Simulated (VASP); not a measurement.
# Os (Im-3m) in VASP: further runs

The runs below take Os through single point, with LDA.

All numbers are computed with VASP 6.6.1; they aren't measurements. Logs are shortened: lines on timing, memory, paths and dates and some standing lists are left out, and cuts for length are marked.

## (1) The cell of the first run

The structure is cubic, space group Im-3m (No. 229). Conventional cell: a = 3.048 Å, b = 3.048 Å, c = 3.048 Å, α = 90.00°, β = 90.00°, γ = 90.00°. Os (site symmetry m-3m) has 14 Os at 2.64 to 3.05 Å within 3.5 Å.

This isn't the form of Os at room conditions, which is hcp.

## (2) Single point, LDA

Input file INCAR:

```
SYSTEM = Os
  ALGO = Normal
  EDIFF = 1E-6
  ENCUT = 520
  GGA = CA
  ISIF = 2
  ISMEAR = -1
  LASPH = .TRUE.
  LCHARG = .FALSE.
  LREAL = .FALSE.
  LWAVE = .FALSE.
  NBANDS = 10
  NELM = 60
  PREC = Accurate
  SIGMA = 0.1
```

Input file KPOINTS:

```
k-points
0
G
  14 14 14
  0 0 0
```

Input file POSCAR:

```
Os
1.0
   -1.5238561212      1.5238561212      1.5238561212
    1.5238561212     -1.5238561212      1.5238561212
    1.5238561212      1.5238561212     -1.5238561212
Os
1
Direct
    0.0000000000      0.0000000000      0.0000000000
```

Potentials or basis: VASP PAW LDA potentials, release 64 (Os).

On the command line:

```bash
$ cat potpaw_LDA.64/Os/POTCAR > POTCAR
$ mpirun -np 1 vasp_std > vasp.out
```

OUTCAR:

```text
SYSTEM = Os
   EDIFF = 1E-6
   ENCUT = 520
   GGA = CA
   ISIF = 2
   ISMEAR = -1
   LASPH = .TRUE.
   LREAL = .FALSE.
   NELM = 60
   PREC = Accurate

 ion  position               nearest neighbor table
   1  0.000  0.000  0.000-

  LATTYP: Found a body centered cubic cell.
 ALAT       =     3.0477122424

  Lattice vectors:

 A1 = (  -1.5238561212,   1.5238561212,   1.5238561212)
 A2 = (   1.5238561212,  -1.5238561212,   1.5238561212)
 A3 = (   1.5238561212,   1.5238561212,  -1.5238561212)

Analysis of symmetry for initial positions (statically):
=====================================================================
 Subroutine PRICEL returns:
 Original cell was already a primitive cell.

 Routine SETGRP: Setting up the symmetry group for a
 body centered cubic supercell.

 Subroutine GETGRP returns: Found 48 space group operations
 (whereof 48 operations were pure point group operations)
 out of a pool of 48 trial point group operations.

The static configuration has the point symmetry O_h .

Analysis of symmetry for dynamics (positions and initial velocities):
=====================================================================
 Subroutine PRICEL returns:
 Original cell was already a primitive cell.

 Routine SETGRP: Setting up the symmetry group for a
 body centered cubic supercell.

 Subroutine GETGRP returns: Found 48 space group operations
 (whereof 48 operations were pure point group operations)
 out of a pool of 48 trial point group operations.

The dynamic configuration has the point symmetry O_h .

 Subroutine INISYM returns: Found 48 space group operations
 (whereof 48 operations are pure point group operations),
 and found     1 'primitive' translations

----------------------------------------------------------------------------------------

                                     Primitive cell

  volume of cell :      14.1544

  direct lattice vectors                    reciprocal lattice vectors
    -1.523856121  1.523856121  1.523856121     0.000000000  0.328114966  0.328114966
     1.523856121 -1.523856121  1.523856121     0.328114966  0.000000000  0.328114966
     1.523856121  1.523856121 -1.523856121     0.328114966  0.328114966  0.000000000

  length of vectors
     2.639396225  2.639396225  2.639396225     0.464024635  0.464024635  0.464024635

  position of ions in fractional coordinates (direct lattice)
     0.000000000  0.000000000  0.000000000

  ion indices of the primitive-cell ions
   primitive index   ion index
                 1           1

----------------------------------------------------------------------------------------

 KPOINTS: k-points

Automatic generation of k-mesh.
 Grid dimensions read from file:
 generate k-points for:   14   14   14

 Generating k-lattice:

  Cartesian coordinates                     Fractional coordinates (reciprocal lattice)
     0.000000000  0.023436783  0.023436783     0.071428571  0.000000000  0.000000000
     0.023436783  0.000000000  0.023436783     0.000000000  0.071428571  0.000000000
     0.023436783  0.023436783  0.000000000     0.000000000  0.000000000  0.071428571

  Length of vectors
     0.033144617  0.033144617  0.033144617

  Shift w.r.t. Gamma in fractional coordinates (k-lattice)
     0.000000000  0.000000000  0.000000000

 Subroutine IBZKPT returns following result:
 ===========================================

 Found    104 irreducible k-points:

 Following reciprocal coordinates:
            Coordinates               Weight
  0.000000  0.000000  0.000000      1.000000
  0.071429  0.000000  0.000000     12.000000
  0.142857  0.000000  0.000000     12.000000
  0.214286  0.000000  0.000000     12.000000
  0.285714  0.000000  0.000000     12.000000
  0.357143  0.000000  0.000000     12.000000
[... 16 lines left out ...]
  0.285714  0.285714  0.000000     24.000000
  0.357143  0.285714  0.000000     24.000000
 [... further k-points ...]
   k-points           NKPTS =    104   k-points in BZ     NKDIM =    104   number of bands    NBANDS=     10
   number of dos      NEDOS =    301   number of ions     NIONS =      1
   total plane-waves  NPLWV =   8000
   dimension x,y,z NGX =    20 NGY =   20 NGZ =   20
   dimension x,y,z NGXF=    40 NGYF=   40 NGZF=   40
   ions per type =               1
   NGX,Y,Z   is equivalent  to a cutoff of  12.60, 12.60, 12.60 a.u.
   NGXF,Y,Z  is equivalent  to a cutoff of  25.19, 25.19, 25.19 a.u.
 SYSTEM =  Os
   PREC   = accura    normal or accurate (medium, high low for compatibility)
   ISTART =      0    job   : 0-new  1-cont  2-samecut
   ICHARG =      2    charge: 1-file 2-atom 10-const
   ISPIN  =      1    spin polarized calculation?
   LNONCOLLINEAR =      F non collinear calculations
   LSORBIT =      F    spin-orbit coupling
   LASPH  =      T    aspherical Exc in radial PAW
   ENCUT  =  520.0 eV  38.22 Ry    6.18 a.u.   4.91  4.91  4.91*2*pi/ulx,y,z
   NELM   =     60;   NELMIN=  2; NELMDL= -5     # of ELM steps
   EDIFF  = 0.1E-05   stopping-criterion for ELM
   LREAL  =      F    real-space projection
   EDIFFG = 0.1E-04   stopping-criterion for IOM
   NSW    =      0    number of steps for IOM
   IBRION =     -1    ionic relax: 0-MD 1-quasi-New 2-CG
   NFREE  =      0    steps in history (QN), initial steepest desc. (CG)
   ISIF   =      2    stress and relaxation
   ISYM   =      2    0-nonsym 1-usesym 2-fastsym
   POTIM  = 0.5000    time-step for ionic-motion
   TEBEG  =    0.0;   TEEND  =   0.0 temperature during run
   PSTRESS=    0.0 pullay stress
   NELECT =       8.0000    total number of electrons
   NUPDOWN=      -1.0000    fix difference up-down
   EMIN   =  10.00;   EMAX   =-10.00  energy-range for DOS
   EFERMI =   0.00;   METHOD = LEGACY
   ISMEAR =    -1;   SIGMA  =   0.10  broadening in eV -4-tet -1-fermi 0-gaus
   EFERMI_NEDOS =   21; number of points for ismear=-14 and -15
   IALGO  =     38    algorithm
   IMIX   =      4    mixing-type and parameters
     AMIX     =   0.40;   BMIX     =  1.00
     AMIX_MAG =   1.60;   BMIX_MAG =  1.00
  volume/ion in A,a.u.               =      14.15        95.52
  Fermi-wavevector in a.u.,A,eV,Ry     =   1.353550  2.557838 24.927189  1.832097
  Thomas-Fermi vector in A             =   2.480796
   LORBIT       =      0    0 simple, 1 ext, 2 COOP (PROOUT), +10 PAW based schemes
   GGA     = CA    functional components
   LHFCALC =     F    Hartree Fock is set to
   AEXX    =    0.0000 exact exchange contribution
   IVDW    =     0    specifies the selected vdW correction
   LEPSILON=     F    determine dielectric tensor
   LRPA    =     F    only Hartree local field effects (RPA)
 non-spin polarized calculation
  energy-cutoff  :      520.00
  volume of cell :       14.15
 maximum number of plane-waves:       394
   NGX =  9   NGY =  9   NGZ =  9

 number of electron       8.0000002 magnetization

 Free energy of the ion-electron system (eV)
  ---------------------------------------------------
  ext. energy  EPLUGINS =         0.00000000
  ---------------------------------------------------
  free energy    TOTEN  =       -11.74367412 eV

  energy without entropy =      -11.69713567  energy(sigma->0) =      -11.72040490

 E-fermi :   9.4824     XC(G=0): -14.1037

 val. band max:        9.4721998369   @ k =   0.4286   0.0000   0.0000
 cond. band min:       9.5225627594   @ k =   0.2143   0.0000   0.0000
 fundamental gap:      0.0503629225
 Fermi energy:         9.4823543758

 k-point     1 :       0.0000    0.0000    0.0000
  band No.  band energies     occupation
      1      -1.5541      2.00000
      2       6.0372      2.00000
      3       6.0372      2.00000
      4       6.0372      2.00000
      5       9.3976      1.39996
      6       9.3976      1.39996
      7      25.7949      0.00000
      8      25.7949      0.00000
      9      25.7949      0.00000
     10      38.0144      0.00000

 k-point     2 :       0.0714    0.0000    0.0000
  band No.  band energies     occupation
      1      -1.3043      2.00000
      2       5.9089      2.00000
      3       6.0225      2.00000
      4       6.2712      2.00000
      5       9.2149      1.87100
      6       9.4056      1.36576
      7      25.9693      0.00000
      8      26.2053      0.00000
      9      26.2556      0.00000
     10      35.7811      0.00000

 k-point     3 :       0.1429    0.0000    0.0000
  band No.  band energies     occupation
      1      -0.6006      2.00000
      2       5.5662      2.00000
      3       5.9364      2.00000
      4       6.9582      2.00000
      5       8.8779      1.99527
      6       9.4401      1.20827
      7      26.2644      0.00000
      8      27.1692      0.00000
      9      27.3869      0.00000
     10      33.4816      0.00000

 k-point     4 :       0.2143    0.0000    0.0000
  band No.  band energies     occupation
      1       0.3869      2.00000
      2       5.1088      2.00000
      3       5.7937      2.00000
      4       8.0513      2.00000
      5       8.7539      1.99863
      6       9.5226      0.80162
      7      25.9378      0.00000
      8      26.9266      0.00000
      9      29.2137      0.00000
     10      32.7574      0.00000
[... 222 lines left out ...]
 k-point    22 :       0.3571    0.2143    0.0000
  band No.  band energies     occupation
      1       2.8474      2.00000
      2       4.3404      2.00000
      3       6.2939      2.00000
      4       9.2348      1.84482
      5      10.4090      0.00019
      6      15.9311      0.00000
      7      17.8526      0.00000
      8      22.3413      0.00000
      9      26.1454      0.00000
     10      33.0547      0.00000

 k-point    23 :       0.2857    0.2857    0.0000
  band No.  band energies     occupation
      1       3.1837      2.00000
      2       4.5657      2.00000
      3       5.6489      2.00000
      4       9.3813      1.46643
      5      10.1665      0.00214
      6      16.2946      0.00000
      7      18.1150      0.00000
      8      21.7733      0.00000
      9      26.7651      0.00000
     10      32.1160      0.00000

 k-point    24 :       0.3571    0.2857    0.0000
  band No.  band energies     occupation
      1       3.2504      2.00000
      2       4.7327      2.00000
      3       5.5369      2.00000
      4       9.6163      0.41518
      5      10.1540      0.00242
      6      16.8788      0.00000
      7      18.1112      0.00000
      8      20.5722      0.00000
      9      27.0930      0.00000
     10      32.7778      0.00000

 [... further k-points ...]

------------------------ aborting loop because EDIFF is reached ----------------------------------------

  FORCE on cell =-STRESS in cart. coord.  units (eV):
  Direction    XX          YY          ZZ          XY          YZ          ZX
  --------------------------------------------------------------------------------------
  -------------------------------------------------------------------------------------
  Total        0.0968946      0.0968946      0.0968946     -0.0000000      0.0000000      0.0000000
  in kB       10.9677731     10.9677731     10.9677731     -0.0000000      0.0000000      0.0000000
  external PRESSURE =      10.9677731 kB  Pullay stress =       0.0000000 kB

 VOLUME and BASIS-vectors are now :
 -----------------------------------------------------------------------------
  energy-cutoff  :      520.00
  volume of cell :       14.15
      direct lattice vectors                 reciprocal lattice vectors
    -1.523856121  1.523856121  1.523856121     0.000000000  0.328114966  0.328114966
     1.523856121 -1.523856121  1.523856121     0.328114966  0.000000000  0.328114966
     1.523856121  1.523856121 -1.523856121     0.328114966  0.328114966  0.000000000

 POSITION                                       TOTAL-FORCE (eV/Angst)
 -----------------------------------------------------------------------------------
      0.00000      0.00000      0.00000        -0.000000      0.000000     -0.000000
 -----------------------------------------------------------------------------------
    total drift:                                0.000000     -0.000000     -0.000000

  FREE ENERGIE OF THE ION-ELECTRON SYSTEM (eV)
  ---------------------------------------------------
  free  energy   TOTEN  =       -11.7436741196 eV

  energy  without entropy=      -11.6971356712  energy(sigma->0) =      -11.72040490
```

Run time: 16 s. Hardware: 1 thread of Intel Xeon 8259CL, shared host; peak memory 0.13 GiB.

What came out:

```
Free energy            : -11.7437 eV
Pressure               : 1.1 GPa
Band gap on the k mesh : zero (bands 4 and 5 overlap by 4.61 eV)
```

Levels at points of the mesh, in eV from the Fermi level:
```tsv
k point	band 1	band 2	band 3	band 4	band 5	band 6	band 7	band 8
(0.00, 0.00, 0.00)	-11.04	-3.45	-3.45	-3.45	-0.08	-0.08	16.31	16.31
(0.50, 0.00, 0.00)	-7.90	-5.57	-0.21	-0.09	0.58	3.39	9.31	12.56
(0.50, 0.50, 0.50)	-7.54	-7.54	2.52	2.52	2.52	8.08	8.08	8.08
```

Caveat: spin-orbit coupling is left out, which moves the levels of the heavy elements.

(Part 1 of 2 ends here.)

The gap in the log of VASP goes by the Fermi energy; the results here count the filled bands.